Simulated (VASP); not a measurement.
Write the native input for VASP 6.6.1 that does the following.

| Property | Result |
| --- | --- |
| Task | single point |
| Functional | PBEsol |
| Potentials or basis | VASP PAW PBE potentials, release 64 (C_h, O_h) |
| Cutoff | 910 eV |
| k mesh | 4 × 4 × 4 |
| Occupations | gaussian, width 0.01 eV |
| Spin | no spin polarisation |
| Dipole correction | no |
| Further INCAR settings | ALGO = Normal; EDIFF = 1e-06; NBANDS = 44 |

The structure of CO2 lies in POSCAR:

```
CO2
1.0
    5.3917697732      0.0000000000      0.0000000000
    0.0000000000      5.3917697732      0.0000000000
    0.0000000000      0.0000000000      5.3917697732
C O
4 8
Direct
    0.0000000000      0.0000000000      0.0000000000
    0.5000000000      0.0000000000      0.5000000000
    0.5000000000      0.5000000000      0.0000000000
    0.0000000000      0.5000000000      0.5000000000
    0.1248130550      0.1248130550      0.1248130550
    0.3751869450      0.8751869450      0.6248130550
    0.6248130550      0.3751869450      0.8751869450
    0.8751869450      0.6248130550      0.3751869450
    0.8751869450      0.8751869450      0.8751869450
    0.6248130550      0.1248130550      0.3751869450
    0.3751869450      0.6248130550      0.1248130550
    0.1248130550      0.3751869450      0.6248130550
```

These files were run (other wordings do the same):

INCAR

```
SYSTEM = CO2
PREC = Accurate
ENCUT = 910
EDIFF = 1E-6
ISMEAR = 0
SIGMA = 0.01
LREAL = .False.
LASPH = .True.
NELM = 120
ALGO = Normal
ISIF = 2
LWAVE = .False.
LCHARG = .False.
GGA = PS
NBANDS = 44
GGA_COMPAT = .False.
```

KPOINTS

```
Automatic mesh
0
Gamma
  4 4 4
  0 0 0
```

Potentials or basis: VASP PAW PBE potentials, release 64 (C_h, O_h).

Command:

```sh
$ cat potpaw_PBE.64/C_h/POTCAR potpaw_PBE.64/O_h/POTCAR > POTCAR
$ mpirun -np 1 vasp_std > vasp.out
```

It gave:

```json
{
  "Pressure": "1.5 GPa",
  "Largest force": "0.090 eV/Å",
  "Band gap on the k mesh": "6.85 eV"
}
```

Caveat: the cutoff is under 1.25 times the usual one of these potentials, so pressure, stress and relaxed cells hold a basis-set (Pulay) error; this functional lacks dispersion, which holds the molecules together, so the pressure and a relaxed volume are unreliable; the PAW data sets were made with another functional, which shifts forces and pressure a little.

Run time: 2.8 min on 1 thread of Intel(R) Xeon(R) Platinum 8488C (Sapphire Rapids), with other jobs on the host, peak memory 0.46 GiB.
